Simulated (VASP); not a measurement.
# Na (Im-3m) in VASP: notebook, part 2 of 2

VASP 6.6.1.

## (3) Single point, PBE

Input file INCAR:

```
SYSTEM = Na
PREC = Accurate ; ENCUT = 500
EDIFF = 1E-6 ; ISMEAR = 0
SIGMA = 0.1 ; LREAL = .False.
LASPH = .True. ; NELM = 120
ALGO = Normal ; ISIF = 2
LWAVE = .False. ; LCHARG = .False.
GGA = PE ; NBANDS = 10
GGA_COMPAT = .False.
```

Input file KPOINTS:

```
regular mesh
0
Gamma
  10 10 10
  0 0 0
```

Input file POSCAR:

```
Na
1.0
   -2.1410000000      2.1410000000      2.1410000000
    2.1410000000     -2.1410000000      2.1410000000
    2.1410000000      2.1410000000     -2.1410000000
Na
1
Direct
    0.0000000000      0.0000000000      0.0000000000
```

Potentials or basis: VASP PAW PBE potentials, release 64 (Na_pv).

On the command line:

```console
cat potpaw_PBE.64/Na_pv/POTCAR > POTCAR
mpirun -np 1 vasp_std > vasp.out
```

OUTCAR:

```text
SYSTEM = Na
   PREC = Accurate
   ENCUT = 500
   EDIFF = 1E-6
   ISMEAR = 0
   LREAL = .False.
   LASPH = .True.
   NELM = 120
   ISIF = 2
   GGA = PE

 ion  position               nearest neighbor table
   1  0.000  0.000  0.000-

  LATTYP: Found a body centered cubic cell.
 ALAT       =     4.2820000000

  Lattice vectors:

 A1 = (  -2.1410000000,   2.1410000000,   2.1410000000)
 A2 = (   2.1410000000,  -2.1410000000,   2.1410000000)
 A3 = (   2.1410000000,   2.1410000000,  -2.1410000000)

Analysis of symmetry for initial positions (statically):
=====================================================================
 Subroutine PRICEL returns:
 Original cell was already a primitive cell.

 Routine SETGRP: Setting up the symmetry group for a
 body centered cubic supercell.

 Subroutine GETGRP returns: Found 48 space group operations
 (whereof 48 operations were pure point group operations)
 out of a pool of 48 trial point group operations.

The static configuration has the point symmetry O_h .

Analysis of symmetry for dynamics (positions and initial velocities):
=====================================================================
 Subroutine PRICEL returns:
 Original cell was already a primitive cell.

 Routine SETGRP: Setting up the symmetry group for a
 body centered cubic supercell.

 Subroutine GETGRP returns: Found 48 space group operations
 (whereof 48 operations were pure point group operations)
 out of a pool of 48 trial point group operations.

The dynamic configuration has the point symmetry O_h .

 Subroutine INISYM returns: Found 48 space group operations
 (whereof 48 operations are pure point group operations),
 and found     1 'primitive' translations

----------------------------------------------------------------------------------------

[... 112 lines left out ...]
  Fermi-wavevector in a.u.,A,eV,Ry     =   0.921448  1.741284 11.552251  0.849066
  Thomas-Fermi vector in A             =   2.046866
   LORBIT       =      0    0 simple, 1 ext, 2 COOP (PROOUT), +10 PAW based schemes
   GGA     = PE    functional components
   LHFCALC =     F    Hartree Fock is set to
   AEXX    =    0.0000 exact exchange contribution
   IVDW    =     0    specifies the selected vdW correction
   LEPSILON=     F    determine dielectric tensor
   LRPA    =     F    only Hartree local field effects (RPA)
 non-spin polarized calculation
 Gauss-broadening in eV      SIGMA  =   0.10
  energy-cutoff  :      500.00
  volume of cell :       39.26
 maximum number of plane-waves:      1008
   NGX = 13   NGY = 13   NGZ = 13

 number of electron       7.0000011 magnetization

 Free energy of the ion-electron system (eV)
  ---------------------------------------------------
  ext. energy  EPLUGINS =         0.00000000
  ---------------------------------------------------
  free energy    TOTEN  =        -1.30470164 eV

  energy without entropy =       -1.30045851  energy(sigma->0) =       -1.30258008

 E-fermi :   0.1498     XC(G=0):  -6.3553

 val. band max:        0.1393978358   @ k =  -0.3000   0.4000   0.2000
 cond. band min:       0.2981103407   @ k =  -0.4000   0.4000   0.2000
 fundamental gap:      0.1587125049
 Fermi energy:         0.1498258778

 k-point     1 :       0.0000    0.0000    0.0000
  band No.  band energies     occupation
      1     -24.7788      2.00000
      2     -24.7788      2.00000
      3     -24.7788      2.00000
      4      -2.9904      2.00000
      5      11.5344      0.00000
      6      11.5344      0.00000
      7      11.5344      0.00000
      8      12.5039      0.00000
      9      12.5039      0.00000
     10      13.0364      0.00000
[... 287 lines left out ...]
 k-point    24 :      -0.3000    0.3000    0.1000
  band No.  band energies     occupation
      1     -24.7974      2.00000
      2     -24.7863      2.00000
      3     -24.7809      2.00000
      4      -1.3210      2.00000
      5       5.0199      0.00000
      6       7.7565      0.00000
      7       8.6554      0.00000
      8      10.7736      0.00000
      9      11.2662      0.00000
     10      12.3198      0.00000

 [... further k-points ...]

------------------------ aborting loop because EDIFF is reached ----------------------------------------

  FORCE on cell =-STRESS in cart. coord.  units (eV):
  Direction    XX          YY          ZZ          XY          YZ          ZX
  --------------------------------------------------------------------------------------
  -------------------------------------------------------------------------------------
  Total       -0.1089334     -0.1089334     -0.1089334     -0.0000000     -0.0000000      0.0000000
  in kB       -4.4459215     -4.4459215     -4.4459215     -0.0000000     -0.0000000      0.0000000
  external PRESSURE =      -4.4459215 kB  Pullay stress =       0.0000000 kB

 VOLUME and BASIS-vectors are now :
 -----------------------------------------------------------------------------
  energy-cutoff  :      500.00
  volume of cell :       39.26
      direct lattice vectors                 reciprocal lattice vectors
    -2.141000000  2.141000000  2.141000000     0.000000000  0.233535731  0.233535731
     2.141000000 -2.141000000  2.141000000     0.233535731  0.000000000  0.233535731
     2.141000000  2.141000000 -2.141000000     0.233535731  0.233535731  0.000000000

 POSITION                                       TOTAL-FORCE (eV/Angst)
 -----------------------------------------------------------------------------------
      0.00000      0.00000      0.00000        -0.000000      0.000000     -0.000000
 -----------------------------------------------------------------------------------
    total drift:                               -0.000000     -0.000000     -0.000000

  FREE ENERGIE OF THE ION-ELECTRON SYSTEM (eV)
  ---------------------------------------------------
  free  energy   TOTEN  =        -1.3047016405 eV

  energy  without entropy=       -1.3004585097  energy(sigma->0) =       -1.30258008
```

stdout:

```text
POSCAR found type information on POSCAR Na
 POSCAR found :  1 types and       1 ions
 scaLAPACK will be used
 LDA part: xc-table for (Slater+PW92), standard interpolation
 POSCAR, INCAR and KPOINTS ok, starting setup
 FFT: planning ... GRIDC
 FFT: planning ... GRID_SOFT
 FFT: planning ... GRID
 WAVECAR not read
 entering main loop
```

Run time: 15 s. Hardware: 1 thread of Intel Xeon 8259CL, shared host; peak memory 0.15 GiB.

What came out:

```
Free energy            : -1.3047 eV
Pressure               : -0.4 GPa
Band gap on the k mesh : zero (an odd number of electrons rules out a gap without spin polarisation)
```

## (4) Single point, PBE

Input file INCAR:

```
PREC = Accurate
ENCUT = 500
EDIFF = 1E-6
ISMEAR = 0
SIGMA = 0.1
LREAL = False
LASPH = True
NELM = 120
ALGO = Normal
ISIF = 2
LWAVE = False
LCHARG = False
GGA = PE
NBANDS = 10
GGA_COMPAT = False
```

Input file KPOINTS:

```
Automatic mesh
0
Gamma
  10 10 10
```

POSCAR is that of step 3.

On the command line:

```console
cat potpaw_PBE.64/Na_pv/POTCAR > POTCAR
mpirun -np 1 vasp_std > vasp.out
```

It took 14 s on 1 thread of Intel Xeon 8259CL, shared host; peak memory 0.15 GiB.

Results (log left out):

```
Free energy            : -1.3047 eV
Pressure               : -0.4 GPa
Band gap on the k mesh : zero (an odd number of electrons rules out a gap without spin polarisation)
```

Levels at points of the mesh, in eV from the Fermi level:
```csv
k point,band 1,band 2,band 3,band 4,band 5,band 6,band 7,band 8
"(0.00, 0.00, 0.00)",-24.93,-24.93,-24.93,-3.14,11.38,11.38,11.38,12.35
"(0.50, 0.00, 0.00)",-24.96,-24.94,-24.93,0.76,1.17,7.99,8.79,8.95
"(0.50, 0.50, 0.50)",-24.95,-24.95,-24.95,4.45,4.45,4.72,4.72,4.72
```

## (5) Single point, PBE

Input file INCAR:

```
SYSTEM = Na
PREC = Accurate
ENCUT = 500
EDIFF = 1E-6
ISMEAR = 0
SIGMA = 0.1
LREAL = .FALSE.
LASPH = .TRUE.
NELM = 120
ALGO = Normal
ISIF = 2
LWAVE = .FALSE.
LCHARG = .FALSE.
GGA = PE
NBANDS = 10
GGA_COMPAT = .FALSE.
```

Input file KPOINTS:

```
Automatic mesh
0
G
  18 18 18
  0 0 0
```

POSCAR is that of step 4.

Potentials or basis: VASP PAW PBE potentials, release 64 (Na_pv).

On the command line:

```console
cat potpaw_PBE.64/Na_pv/POTCAR > POTCAR
mpirun -np 1 vasp_std > vasp.out
```

OUTCAR:

```text
SYSTEM = Na
   PREC = Accurate
   ENCUT = 500
   EDIFF = 1E-6
   ISMEAR = 0
   LREAL = .FALSE.
   LASPH = .TRUE.
   NELM = 120
   ISIF = 2
   GGA = PE

 ion  position               nearest neighbor table
   1  0.000  0.000  0.000-

  LATTYP: Found a body centered cubic cell.
 ALAT       =     4.2820000000

  Lattice vectors:

 A1 = (  -2.1410000000,   2.1410000000,   2.1410000000)
 A2 = (   2.1410000000,  -2.1410000000,   2.1410000000)
 A3 = (   2.1410000000,   2.1410000000,  -2.1410000000)

Analysis of symmetry for initial positions (statically):
=====================================================================
 Subroutine PRICEL returns:
 Original cell was already a primitive cell.

 Routine SETGRP: Setting up the symmetry group for a
 body centered cubic supercell.

 Subroutine GETGRP returns: Found 48 space group operations
 (whereof 48 operations were pure point group operations)
 out of a pool of 48 trial point group operations.

The static configuration has the point symmetry O_h .

Analysis of symmetry for dynamics (positions and initial velocities):
=====================================================================
 Subroutine PRICEL returns:
 Original cell was already a primitive cell.

 Routine SETGRP: Setting up the symmetry group for a
 body centered cubic supercell.

 Subroutine GETGRP returns: Found 48 space group operations
 (whereof 48 operations were pure point group operations)
 out of a pool of 48 trial point group operations.

The dynamic configuration has the point symmetry O_h .

 Subroutine INISYM returns: Found 48 space group operations
 (whereof 48 operations are pure point group operations),
 and found     1 'primitive' translations

----------------------------------------------------------------------------------------

                                     Primitive cell

  volume of cell :      39.2564

  direct lattice vectors                    reciprocal lattice vectors
    -2.141000000  2.141000000  2.141000000     0.000000000  0.233535731  0.233535731
     2.141000000 -2.141000000  2.141000000     0.233535731  0.000000000  0.233535731
     2.141000000  2.141000000 -2.141000000     0.233535731  0.233535731  0.000000000

  length of vectors
     3.708320779  3.708320779  3.708320779     0.330269398  0.330269398  0.330269398

  position of ions in fractional coordinates (direct lattice)
     0.000000000  0.000000000  0.000000000

  ion indices of the primitive-cell ions
   primitive index   ion index
                 1           1

----------------------------------------------------------------------------------------

 KPOINTS: Automatic mesh

Automatic generation of k-mesh.
 Grid dimensions read from file:
 generate k-points for:   18   18   18

 Generating k-lattice:

  Cartesian coordinates                     Fractional coordinates (reciprocal lattice)
     0.000000000  0.012974207  0.012974207     0.055555556  0.000000000  0.000000000
     0.012974207  0.000000000  0.012974207     0.000000000  0.055555556  0.000000000
     0.012974207  0.012974207  0.000000000     0.000000000  0.000000000  0.055555556

  Length of vectors
     0.018348300  0.018348300  0.018348300

  Shift w.r.t. Gamma in fractional coordinates (k-lattice)
     0.000000000  0.000000000  0.000000000

 Subroutine IBZKPT returns following result:
 ===========================================

 Found    195 irreducible k-points:

 Following reciprocal coordinates:
            Coordinates               Weight
  0.000000  0.000000  0.000000      1.000000
  0.055556  0.000000  0.000000     12.000000
  0.111111  0.000000  0.000000     12.000000
  0.166667  0.000000  0.000000     12.000000
  0.222222  0.000000  0.000000     12.000000
  0.277778  0.000000  0.000000     12.000000
[... 16 lines left out ...]
  0.333333  0.111111  0.000000     48.000000
  0.388889  0.111111  0.000000     48.000000
 [... further k-points ...]
   k-points           NKPTS =    195   k-points in BZ     NKDIM =    195   number of bands    NBANDS=     10
   number of dos      NEDOS =    301   number of ions     NIONS =      1
   total plane-waves  NPLWV =  21952
   dimension x,y,z NGX =    28 NGY =   28 NGZ =   28
   dimension x,y,z NGXF=    56 NGYF=   56 NGZF=   56
   ions per type =               1
   NGX,Y,Z   is equivalent  to a cutoff of  12.55, 12.55, 12.55 a.u.
   NGXF,Y,Z  is equivalent  to a cutoff of  25.11, 25.11, 25.11 a.u.
 SYSTEM =  Na
   PREC   = accura    normal or accurate (medium, high low for compatibility)
   ISTART =      0    job   : 0-new  1-cont  2-samecut
   ICHARG =      2    charge: 1-file 2-atom 10-const
   ISPIN  =      1    spin polarized calculation?
   LNONCOLLINEAR =      F non collinear calculations
   LSORBIT =      F    spin-orbit coupling
   LASPH  =      T    aspherical Exc in radial PAW
   ENCUT  =  500.0 eV  36.75 Ry    6.06 a.u.   6.76  6.76  6.76*2*pi/ulx,y,z
   NELM   =    120;   NELMIN=  2; NELMDL= -5     # of ELM steps
   EDIFF  = 0.1E-05   stopping-criterion for ELM
   LREAL  =      F    real-space projection
   EDIFFG = 0.1E-04   stopping-criterion for IOM
   NSW    =      0    number of steps for IOM
   IBRION =     -1    ionic relax: 0-MD 1-quasi-New 2-CG
   NFREE  =      0    steps in history (QN), initial steepest desc. (CG)
   ISIF   =      2    stress and relaxation
   ISYM   =      2    0-nonsym 1-usesym 2-fastsym
   POTIM  = 0.5000    time-step for ionic-motion
   TEBEG  =    0.0;   TEEND  =   0.0 temperature during run
   PSTRESS=    0.0 pullay stress
   NELECT =       7.0000    total number of electrons
   NUPDOWN=      -1.0000    fix difference up-down
   EMIN   =  10.00;   EMAX   =-10.00  energy-range for DOS
   EFERMI =   0.00;   METHOD = LEGACY
   ISMEAR =     0;   SIGMA  =   0.10  broadening in eV -4-tet -1-fermi 0-gaus
   EFERMI_NEDOS =   21; number of points for ismear=-14 and -15
   IALGO  =     38    algorithm
   IMIX   =      4    mixing-type and parameters
     AMIX     =   0.40;   BMIX     =  1.00
     AMIX_MAG =   1.60;   BMIX_MAG =  1.00
  volume/ion in A,a.u.               =      39.26       264.91
  Fermi-wavevector in a.u.,A,eV,Ry     =   0.921448  1.741284 11.552251  0.849066
  Thomas-Fermi vector in A             =   2.046866
   LORBIT       =      0    0 simple, 1 ext, 2 COOP (PROOUT), +10 PAW based schemes
   GGA     = PE    functional components
   LHFCALC =     F    Hartree Fock is set to
   AEXX    =    0.0000 exact exchange contribution
   IVDW    =     0    specifies the selected vdW correction
   LEPSILON=     F    determine dielectric tensor
   LRPA    =     F    only Hartree local field effects (RPA)
 non-spin polarized calculation
 Gauss-broadening in eV      SIGMA  =   0.10
  energy-cutoff  :      500.00
  volume of cell :       39.26
 maximum number of plane-waves:      1012
   NGX = 13   NGY = 13   NGZ = 13

 number of electron       7.0000011 magnetization

 Free energy of the ion-electron system (eV)
  ---------------------------------------------------
  ext. energy  EPLUGINS =         0.00000000
  ---------------------------------------------------
  free energy    TOTEN  =        -1.30939920 eV

  energy without entropy =       -1.30702699  energy(sigma->0) =       -1.30821309

 E-fermi :   0.1698     XC(G=0):  -6.3553

 val. band max:        0.1122360148   @ k =  -0.3333   0.3333   0.2778
 cond. band min:       0.2075007624   @ k =   0.3333   0.1667   0.0000
 fundamental gap:      0.0952647476
 Fermi energy:         0.1697588352

 k-point     1 :       0.0000    0.0000    0.0000
  band No.  band energies     occupation
      1     -24.7788      2.00000
      2     -24.7788      2.00000
      3     -24.7788      2.00000
      4      -2.9903      2.00000
      5      11.5344      0.00000
      6      11.5344      0.00000
      7      11.5344      0.00000
      8      12.5039      0.00000
      9      12.5039      0.00000
     10      13.0365      0.00000
[... 287 lines left out ...]
 k-point    24 :       0.3889    0.1111    0.0000
  band No.  band energies     occupation
      1     -24.8058      2.00000
      2     -24.7893      2.00000
      3     -24.7800      2.00000
      4       0.4004      0.00111
      5       2.2168      0.00000
      6       6.5144      0.00000
      7       8.4468      0.00000
      8      10.0667      0.00000
      9      11.9195      0.00000
     10      14.3705      0.00000

 [... further k-points ...]

------------------------ aborting loop because EDIFF is reached ----------------------------------------

  FORCE on cell =-STRESS in cart. coord.  units (eV):
  Direction    XX          YY          ZZ          XY          YZ          ZX
  --------------------------------------------------------------------------------------
  -------------------------------------------------------------------------------------
  Total       -0.1128804     -0.1128804     -0.1128804      0.0000000      0.0000000      0.0000000
  in kB       -4.6070089     -4.6070089     -4.6070089      0.0000000      0.0000000      0.0000000
  external PRESSURE =      -4.6070089 kB  Pullay stress =       0.0000000 kB

 VOLUME and BASIS-vectors are now :
 -----------------------------------------------------------------------------
  energy-cutoff  :      500.00
  volume of cell :       39.26
      direct lattice vectors                 reciprocal lattice vectors
    -2.141000000  2.141000000  2.141000000     0.000000000  0.233535731  0.233535731
     2.141000000 -2.141000000  2.141000000     0.233535731  0.000000000  0.233535731
     2.141000000  2.141000000 -2.141000000     0.233535731  0.233535731  0.000000000

 POSITION                                       TOTAL-FORCE (eV/Angst)
 -----------------------------------------------------------------------------------
      0.00000      0.00000      0.00000         0.000000      0.000000      0.000000
 -----------------------------------------------------------------------------------
    total drift:                               -0.000000     -0.000000     -0.000000

  FREE ENERGIE OF THE ION-ELECTRON SYSTEM (eV)
  ---------------------------------------------------
  free  energy   TOTEN  =        -1.3093991956 eV

  energy  without entropy=       -1.3070269935  energy(sigma->0) =       -1.30821309
```

Run time: 55 s. Hardware: 1 thread of Intel Xeon 8259CL, shared host; peak memory 0.19 GiB.

What came out:

* Free energy: -1.3094 eV
* Pressure: -0.5 GPa
* Band gap on the k mesh: zero (an odd number of electrons rules out a gap without spin polarisation)

## (6) Single point, PBE

Input file INCAR:

```
SYSTEM = Na
ALGO     = Normal         ! electronic algorithm
EDIFF    = 1E-6           ! SCF threshold, eV
ENCUT    = 500            ! plane-wave cutoff, eV
GGA      = PE             ! functional
GGA_COMPAT= .False.      
ISIF     = 2              ! what is computed and relaxed
ISMEAR   = 0              ! smearing method
LASPH    = .True.         ! aspherical terms in the spheres
LCHARG   = .False.        ! write CHGCAR
LREAL    = .False.        ! projectors in reciprocal space
LWAVE    = .False.        ! write WAVECAR
NBANDS   = 10             ! bands
NELM     = 120            ! most SCF steps
PREC     = Accurate       ! precision mode
SIGMA    = 0.1            ! smearing width, eV
```

Input file KPOINTS:

```
k-points
0
Gamma
  22 22 22
  0 0 0
```

POSCAR is that of step 5.

Potentials or basis: VASP PAW PBE potentials, release 64 (Na_pv).

On the command line:

```console
cat potpaw_PBE.64/Na_pv/POTCAR > POTCAR
mpirun -np 1 vasp_std > vasp.out
```

It took 84 s on 1 thread of Intel Xeon 8259CL, shared host; peak memory 0.22 GiB.

Results (log left out):

* Free energy: -1.3094 eV
* Pressure: -0.5 GPa
* Band gap on the k mesh: zero (an odd number of electrons rules out a gap without spin polarisation)

Levels at points of the mesh, in eV from the Fermi level:
| k point | band 1 | band 2 | band 3 | band 4 | band 5 | band 6 | band 7 | band 8 |
| --- | --- | --- | --- | --- | --- | --- | --- | --- |
| (0.00, 0.00, 0.00) | -24.95 | -24.95 | -24.95 | -3.16 | 11.36 | 11.36 | 11.36 | 12.33 |
| (0.50, 0.00, 0.00) | -24.98 | -24.96 | -24.95 | 0.74 | 1.15 | 7.97 | 8.77 | 8.93 |
| (0.50, 0.50, 0.50) | -24.97 | -24.97 | -24.97 | 4.42 | 4.42 | 4.70 | 4.70 | 4.70 |

## (7) Overview

```csv
k mesh,gap on the mesh (eV),pressure (GPa)
6 × 6 × 6,none,-0.4
10 × 10 × 10,none,-0.4
18 × 18 × 18,none,-0.5
22 × 22 × 22,none,-0.5
```

Alike in all rows: task single point; level PBE; potentials or basis VASP PAW PBE potentials, release 64 (Na_pv); no spin polarisation; cell as given; cutoff (eV) 500; smearing gaussian 0.1 eV.

Absolute energies hang on the potentials; compare differences alone.
